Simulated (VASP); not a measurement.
Input of a VASP 6.6.1 run:

The input POSCAR:

```
Se
1.0
    4.4094325146      0.0000000000      0.0000000000
   -2.2047162573      3.8186805739      0.0000000000
    0.0000000000      0.0000000000      5.0026487344
Se
3
Direct
    0.7746000000      0.7746000000      0.0000000000
    0.0000000000      0.2254000000      0.6666666667
    0.2254000000      0.0000000000      0.3333333333
```

The input INCAR.step1:

```
  GGA = PE
  LSORBIT = T
  MAGMOM = 0 0 0 0 0 0 0 0 0
  LORBIT = 11
  ISMEAR = 0
  SIGMA = 0.03
  LWAVE = F
  LCHARG = F
  NSW = 80
  PREC = Normal
  LASPH = T
  LREAL = F
  ALGO = Normal
  EDIFF = 1E-7
  NELM = 200
  GGA_COMPAT = F
  IBRION = 2
  ISIF = 3
  EDIFFG = -0.01
  NELMIN = 4
  ENCUT = 550
  EFERMI = MIDGAP
  KPAR = 4
  POTIM = 0.5
```

File INCAR.step2:

```
  GGA = PE
  LSORBIT = T
  MAGMOM = 0 0 0 0 0 0 0 0 0
  LORBIT = 11
  ISMEAR = 0
  SIGMA = 0.03
  LWAVE = F
  LCHARG = F
  PREC = Normal
  LASPH = T
  LREAL = F
  ALGO = Normal
  EDIFF = 1E-7
  NELM = 200
  GGA_COMPAT = F
  ISIF = 2
  ENCUT = 550
  EFERMI = MIDGAP
  KPAR = 4
```

File KPOINTS:

```
Automatic mesh
0
Gamma
  6 6 5
  0 0 0
```

Potentials or basis: VASP PAW PBE potentials, release 64 (Se).

Command:

```sh
$ cat potpaw_PBE.64/Se/POTCAR > POTCAR
$ cp INCAR.step1 INCAR
$ cp POSCAR.step1 POSCAR
$ mpirun -np 4 vasp_ncl > vasp.out
$ cp CONTCAR POSCAR
$ cp INCAR.step2 INCAR
$ mpirun -np 4 vasp_ncl > vasp.out
```

Question: Predict the space group after relaxing (to 0.1 Å).

Answer: P3_121 (No. 152).

Question: What does it give for the relaxed cell?

Answer: a = 4.525 Å, b = 4.525 Å, c = 5.050 Å, α = 90.00°, β = 90.00°, γ = 120.00°.

Question: Estimate the net moment.

Answer: 0.00 μB per cell.

Question: What does it give for the relaxed volume?

Answer: 29.84 Å³/atom.

Final structure:
```cif
data_structure
_symmetry_space_group_name_H-M 'P 1'
_symmetry_Int_Tables_number 1
_cell_length_a 4.5247
_cell_length_b 4.5247
_cell_length_c 5.0496
_cell_angle_alpha 90.000
_cell_angle_beta 90.000
_cell_angle_gamma 120.000
_cell_volume 89.53
loop_
_atom_site_label
_atom_site_type_symbol
_atom_site_fract_x
_atom_site_fract_y
_atom_site_fract_z
_atom_site_occupancy
Se1 Se 0.78092 0.78092 0.00000 1
Se2 Se 0.00000 0.21908 0.66667 1
Se3 Se 0.21908 0.00000 0.33333 1
```

PBE usually gives volumes a little too large and moduli too small. Zero-point motion and thermal expansion aren't in these numbers.
